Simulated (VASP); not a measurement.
# Al (P6_3/mmc) in VASP: further runs, part 2 of 2

VASP 6.6.1.

### Step 3. Relaxation of cell and atoms, PBE, target pressure 400 GPa, at which the enthalpy is minimised

This run uses another cell than the first one, of 6.96 Å³/atom.

INCAR

```
PREC     = Accurate       # precision mode
ENCUT    = 600            # plane-wave cutoff, eV
EDIFF    = 1E-7           # SCF threshold, eV
ISMEAR   = -1             # smearing method
SIGMA    = 0.08           # smearing width, eV
LREAL    = F              # projectors in reciprocal space
LASPH    = T              # aspherical terms in the spheres
NELM     = 60             # most SCF steps
ALGO     = Normal         # electronic algorithm
ISIF     = 3              # what is computed and relaxed
LWAVE    = F              # write WAVECAR
LCHARG   = F              # write CHGCAR
GGA      = PE             # functional
IBRION   = 2              # ionic algorithm
NSW      = 60             # ionic steps
EDIFFG   = -0.005         # ionic threshold
PSTRESS  = 4000.0
```

KPOINTS

```
regular mesh
0
Gamma
  20 20 11
```

POSCAR

```
Al
1.0
    2.1484230445      0.0000000000      0.0000000000
   -1.0742115223      1.8605889346      0.0000000000
    0.0000000000      0.0000000000      3.4804453322
Al
2
Direct
    0.3333333333      0.6666666667      0.2500000000
    0.6666666667      0.3333333333      0.7500000000
```

Potentials or basis: VASP PAW PBE potentials, release 64 (Al).

Launch:

```bash
$ cat potpaw_PBE.64/Al/POTCAR > POTCAR
$ mpirun -np 1 vasp_std > vasp.out
```

OUTCAR:

```text
PREC = Accurate
   ENCUT = 600
   EDIFF = 1E-7
   ISMEAR = -1
   LREAL = F
   LASPH = T
   NELM = 60
   ISIF = 3
   GGA = PE
   IBRION = 2
   NSW = 60
   EDIFFG = -0.005
   PSTRESS = 4000.0

 ion  position               nearest neighbor table
   1  0.333  0.667  0.250-   2 2.14   2 2.14   2 2.14   2 2.14   2 2.14   2 2.14   2 3.03   2 3.03
                             2 3.03   2 3.03   2 3.03   2 3.03
   2  0.667  0.333  0.750-   1 2.14   1 2.14   1 2.14   1 2.14   1 2.14   1 2.14   1 3.03   1 3.03
                             1 3.03   1 3.03   1 3.03   1 3.03

  LATTYP: Found a hexagonal cell.
 ALAT       =     2.1484230445
 C/A-ratio  =     1.6200000001

  Lattice vectors:

 A1 = (   2.1484230445,   0.0000000000,   0.0000000000)
 A2 = (  -1.0742115223,   1.8605889346,   0.0000000000)
 A3 = (   0.0000000000,   0.0000000000,   3.4804453322)

Analysis of symmetry for initial positions (statically):
=====================================================================
 Subroutine PRICEL returns:
 Original cell was already a primitive cell.

 Routine SETGRP: Setting up the symmetry group for a
 hexagonal supercell.

 Subroutine GETGRP returns: Found 24 space group operations
 (whereof 12 operations were pure point group operations)
 out of a pool of 24 trial point group operations.

The static configuration has the point symmetry D_3d.
 The point group associated with its full space group is D_6h.

Analysis of symmetry for dynamics (positions and initial velocities):
=====================================================================
 Subroutine PRICEL returns:
 Original cell was already a primitive cell.

 Routine SETGRP: Setting up the symmetry group for a
 hexagonal supercell.

 Subroutine GETGRP returns: Found 24 space group operations
 (whereof 12 operations were pure point group operations)
 out of a pool of 24 trial point group operations.

The dynamic configuration has the point symmetry D_3d.
 The point group associated with its full space group is D_6h.

 Subroutine INISYM returns: Found 24 space group operations
 (whereof 12 operations are pure point group operations),
 and found     1 'primitive' translations

----------------------------------------------------------------------------------------

                                     Primitive cell

  volume of cell :      13.9125

  direct lattice vectors                    reciprocal lattice vectors
     2.148423044  0.000000000  0.000000000     0.465457677  0.268732115  0.000000000
    -1.074211522  1.860588935  0.000000000     0.000000000  0.537464230  0.000000000
     0.000000000  0.000000000  3.480445332     0.000000000  0.000000000  0.287319554

  length of vectors
     2.148423044  2.148423045  3.480445332     0.537464230  0.537464230  0.287319554

  position of ions in fractional coordinates (direct lattice)
     0.333333333  0.666666667  0.250000000
     0.666666667  0.333333333  0.750000000

  ion indices of the primitive-cell ions
   primitive index   ion index
                 1           1
                 2           2

----------------------------------------------------------------------------------------

 KPOINTS: regular mesh

Automatic generation of k-mesh.
 Grid dimensions read from file:
 generate k-points for:   20   20   11

[... 48 lines left out ...]
   dimension x,y,z NGX =    18 NGY =   18 NGZ =   28
   dimension x,y,z NGXF=    36 NGYF=   36 NGZF=   56
   ions per type =               2
   NGX,Y,Z   is equivalent  to a cutoff of  13.93, 13.93, 13.37 a.u.
   NGXF,Y,Z  is equivalent  to a cutoff of  27.86, 27.86, 26.75 a.u.
 SYSTEM =  unknown system
   PREC   = accura    normal or accurate (medium, high low for compatibility)
   ISTART =      0    job   : 0-new  1-cont  2-samecut
   ICHARG =      2    charge: 1-file 2-atom 10-const
   ISPIN  =      1    spin polarized calculation?
   LNONCOLLINEAR =      F non collinear calculations
   LSORBIT =      F    spin-orbit coupling
   LASPH  =      T    aspherical Exc in radial PAW
   ENCUT  =  600.0 eV  44.10 Ry    6.64 a.u.   4.29  4.29  6.95*2*pi/ulx,y,z
   NELM   =     60;   NELMIN=  2; NELMDL= -5     # of ELM steps
   EDIFF  = 0.1E-06   stopping-criterion for ELM
   LREAL  =      F    real-space projection
   EDIFFG = -.5E-02   stopping-criterion for IOM
   NSW    =     60    number of steps for IOM
   IBRION =      2    ionic relax: 0-MD 1-quasi-New 2-CG
   NFREE  =      1    steps in history (QN), initial steepest desc. (CG)
   ISIF   =      3    stress and relaxation
   ISYM   =      2    0-nonsym 1-usesym 2-fastsym
   POTIM  = 0.5000    time-step for ionic-motion
   TEBEG  =    0.0;   TEEND  =   0.0 temperature during run
   PSTRESS= 4000.0 pullay stress
   NELECT =       6.0000    total number of electrons
   NUPDOWN=      -1.0000    fix difference up-down
   EMIN   =  10.00;   EMAX   =-10.00  energy-range for DOS
   EFERMI =   0.00;   METHOD = LEGACY
   ISMEAR =    -1;   SIGMA  =   0.08  broadening in eV -4-tet -1-fermi 0-gaus
   EFERMI_NEDOS =   21; number of points for ismear=-14 and -15
   IALGO  =     38    algorithm
   IMIX   =      4    mixing-type and parameters
     AMIX     =   0.40;   BMIX     =  1.00
     AMIX_MAG =   1.60;   BMIX_MAG =  1.00
  volume/ion in A,a.u.               =       6.96        46.94
  Fermi-wavevector in a.u.,A,eV,Ry     =   1.236869  2.337343 20.814790  1.529844
  Thomas-Fermi vector in A             =   2.371459
   LORBIT       =      0    0 simple, 1 ext, 2 COOP (PROOUT), +10 PAW based schemes
   GGA     = PE    functional components
   LHFCALC =     F    Hartree Fock is set to
   AEXX    =    0.0000 exact exchange contribution
   IVDW    =     0    specifies the selected vdW correction
   LEPSILON=     F    determine dielectric tensor
   LRPA    =     F    only Hartree local field effects (RPA)
 conjugate gradient relaxation of ions
 non-spin polarized calculation
  energy-cutoff  :      600.00
  volume of cell :       13.91
 maximum number of plane-waves:       488
 NGX is ok and might be reduce to    18

--------------------------------------- Ionic step        1  -------------------------------------------

 number of electron       6.0000000 magnetization

 Free energy of the ion-electron system (eV)
  ---------------------------------------------------
  ext. energy  EPLUGINS =         0.00000000
  ---------------------------------------------------
  free energy    TOTEN  =         3.96404298 eV

  energy without entropy =        3.97195681  energy(sigma->0) =        3.96799989

------------------------ aborting loop because EDIFF is reached ----------------------------------------

  FORCE on cell =-STRESS in cart. coord.  units (eV):
  Direction    XX          YY          ZZ          XY          YZ          ZX
  --------------------------------------------------------------------------------------
  -------------------------------------------------------------------------------------
  Total       34.2089904     34.2089904     34.0654433     -0.0000000      0.0000000      0.0000000
  in kB     3939.5424764   3939.5424763   3923.0114419     -0.0000001      0.0000000      0.0000000
  external PRESSURE =     -65.9678685 kB  Pullay stress =    4000.0000000 kB
[... 177 lines left out ...]
--------------------------------------- Ionic step        6  -------------------------------------------

 number of electron       6.0000000 magnetization

 Free energy of the ion-electron system (eV)
  ---------------------------------------------------
  ext. energy  EPLUGINS =         0.00000000
  ---------------------------------------------------
  free energy    TOTEN  =         4.15076212 eV

  energy without entropy =        4.15870911  energy(sigma->0) =        4.15473561

 E-fermi :  20.4550     XC(G=0): -13.8647

 val. band max:       20.4518878257   @ k =   0.3500   0.2000   0.0000
 cond. band min:      20.4779161022   @ k =   0.2000   0.2000   0.1818
 fundamental gap:      0.0260282765
 Fermi energy:        20.4550025435

 k-point     1 :       0.0000    0.0000    0.0000
  band No.  band energies     occupation
      1       2.5338      2.00000
      2      12.6986      2.00000
      3      15.0263      2.00000
      4      37.0534      0.00000
      5      37.0534      0.00000
      6      38.4864      0.00000
      7      39.5985      0.00000
[... 221 lines left out ...]
 k-point    24 :       0.2500    0.1000    0.0000
  band No.  band energies     occupation
      1       6.5462      2.00000
      2      15.8964      2.00000
      3      17.7661      2.00000
      4      22.3244      0.00000
      5      27.6712      0.00000
      6      30.1143      0.00000
      7      34.9182      0.00000

 [... further k-points ...]

------------------------ aborting loop because EDIFF is reached ----------------------------------------

  FORCE on cell =-STRESS in cart. coord.  units (eV):
  Direction    XX          YY          ZZ          XY          YZ          ZX
  --------------------------------------------------------------------------------------
  -------------------------------------------------------------------------------------
  Total       34.5481941     34.5481941     34.5481021     -0.0000000      0.0000000      0.0000000
  in kB     4000.2986453   4000.2986452   4000.2879894     -0.0000002      0.0000000      0.0000000
  external PRESSURE =       0.2950933 kB  Pullay stress =    4000.0000000 kB
[... 21 lines left out ...]
  energy  without entropy=        4.1587091075  energy(sigma->0) =        4.15473561

  enthalpy is  TOTEN    =        38.6963770254 eV   P V=       34.5456149054

 reached required accuracy - stopping structural energy minimisation
```

Wall time 1.8 min (1 thread of Intel Xeon 8259CL, shared host); peak memory 0.15 GiB.

Results:

| Quantity | Value |
| --- | --- |
| Free energy | 4.1508 eV |
| Relaxed volume | 6.92 Å³/atom |
| Relaxed cell | a = 2.146 Å, b = 2.146 Å, c = 3.471 Å, α = 90.00°, β = 90.00°, γ = 120.00° |
| Space group after relaxing (to 0.1 Å) | P6_3/mmc (No. 194) |
| Energy change on relaxing (the run minimises the enthalpy) | +93.4 meV/atom |
| Ionic steps | 6 |
| Pressure after relaxing | 400.0 GPa |
| Band gap on the k mesh | zero (bands 3 and 4 overlap by 9.32 eV) |

The path:
| step | energy change (eV) | largest force (eV/Å) | pressure (GPa) | volume (Å³) |
| --- | --- | --- | --- | --- |
| 1 | 0.0000 | 0.0000 | 393.40 | 13.91 |
| 2 | 1.4892 | 0.0000 | 446.91 | 13.34 |
| 3 | 0.1844 | 0.0000 | 399.96 | 13.84 |
| 4 | 0.1881 | 0.0000 | 400.10 | 13.84 |
| 5 | 0.1852 | 0.0000 | 399.95 | 13.84 |
| 6 | 0.1867 | 0.0000 | 400.03 | 13.84 |

Final structure:
```
Al
1.0
     2.14557    0.00000    0.00000
    -1.07278    1.85812    0.00000
     0.00000    0.00000    3.47079
Al
2
Direct
  0.33333 0.66667 0.25000
  0.66667 0.33333 0.75000
```

Caveat: the cell is relaxed towards a set pressure, so the run minimises the enthalpy, not the energy.

### Step 4. Relaxation of cell and atoms, PBE, target pressure 400 GPa, at which the enthalpy is minimised

This run uses another cell than the first one: it holds 4 atoms, not 2.

INCAR

```
PREC     = Accurate       # precision mode
ENCUT    = 600            # plane-wave cutoff, eV
EDIFF    = 1E-6           # SCF threshold, eV
ISMEAR   = -1             # smearing method
SIGMA    = 0.08           # smearing width, eV
LREAL    = False          # projectors in reciprocal space
LASPH    = True           # aspherical terms in the spheres
NELM     = 60             # most SCF steps
ALGO     = Normal         # electronic algorithm
ISIF     = 3              # what is computed and relaxed
LWAVE    = False          # write WAVECAR
LCHARG   = False          # write CHGCAR
GGA      = PE             # functional
IBRION   = 2              # ionic algorithm
NSW      = 60             # ionic steps
EDIFFG   = -0.005         # ionic threshold
PSTRESS  = 4000.0
```

KPOINTS

```
Automatic mesh
0
Gamma
  17 17 5
```

POSCAR

```
Al
1.0
    2.1462172698      0.0000000000      0.0000000000
   -1.0731086349      1.8586786777      0.0000000000
    0.0000000000      0.0000000000      6.9752061270
Al
4
Direct
    0.0000000000      0.0000000000      0.0000000000
    0.0000000000      0.0000000000      0.5000000000
    0.3333333333      0.6666666667      0.2500000000
    0.6666666667      0.3333333333      0.7500000000
```

Launch:

```bash
$ cat potpaw_PBE.64/Al/POTCAR > POTCAR
$ mpirun -np 1 vasp_std > vasp.out
```

Wall time 99 s (1 thread of Intel Xeon 8259CL, shared host); peak memory 0.17 GiB.

The run converged. Its results:

| Quantity | Value |
| --- | --- |
| Free energy | 8.2108 eV |
| Relaxed volume | 6.95 Å³/atom |
| Relaxed cell | a = 2.144 Å, b = 2.144 Å, c = 6.983 Å, α = 90.00°, β = 90.00°, γ = 120.00° |
| Space group after relaxing (to 0.1 Å) | P6_3/mmc (No. 194) |
| Energy change on relaxing (the run minimises the enthalpy) | +8.6 meV/atom |
| Ionic steps | 5 |
| Pressure after relaxing | 400.0 GPa |
| Band gap on the k mesh | zero (bands 6 and 7 overlap by 7.83 eV) |

Step by step:
| step | energy change (eV) | largest force (eV/Å) | pressure (GPa) | volume (Å³) |
| --- | --- | --- | --- | --- |
| 1 | 0.0000 | 0.0000 | 399.41 | 27.82 |
| 2 | 0.2596 | 0.0000 | 404.05 | 27.72 |
| 3 | 0.0686 | 0.0000 | 400.64 | 27.80 |
| 4 | -0.1169 | 0.0000 | 397.36 | 27.87 |
| 5 | 0.0343 | 0.0000 | 400.04 | 27.81 |

Final structure:
```
Al
1.0
     2.14444    0.00000    0.00000
    -1.07222    1.85714    0.00000
     0.00000    0.00000    6.98329
Al
4
Direct
  0.00000 0.00000 0.00000
  0.00000 0.00000 0.50000
  0.33333 0.66667 0.25000
  0.66667 0.33333 0.75000
```

Levels at points of the mesh, in eV from the Fermi level:
| k point | band 2 | band 3 | band 4 | band 5 | band 6 | band 7 | band 8 | band 9 | band 10 |
| --- | --- | --- | --- | --- | --- | --- | --- | --- | --- |
| (0.00, 0.00, 0.00) | -14.93 | -14.91 | -7.81 | -5.49 | 5.79 | 5.87 | 16.63 | 16.63 | 17.71 |

Caveat: the cell is relaxed towards a set pressure, so the run minimises the enthalpy, not the energy.

### Step 5. Summary

```csv
cell,k mesh,gap on the mesh (eV),pressure (GPa)
"relaxed to 400 GPa from a = 2.143, b = 2.143, c = 3.467 Å, angles 90.0, 90.0, 120.0°, 2 atoms, atomic positions A",20 × 20 × 11,none,400.0
"relaxed to 400 GPa from a = 2.148, b = 2.148, c = 3.480 Å, angles 90.0, 90.0, 120.0°, 2 atoms, atomic positions A",20 × 20 × 11,none,400.0
"relaxed to 400 GPa from a = 2.146, b = 2.146, c = 6.975 Å, angles 90.0, 90.0, 120.0°, 4 atoms, atomic positions B",17 × 17 × 5,none,400.0
```

Alike in all rows: task relaxation of cell and atoms; level PBE; potentials or basis VASP PAW PBE potentials, release 64 (Al); no spin polarisation; cutoff (eV) 600; smearing fermi-dirac 0.08 eV.

Caveats: the cell is relaxed towards a set pressure, so the run minimises the enthalpy, not the energy.

Total energies depend on the potentials used, so only differences within one code and one set of settings carry meaning.
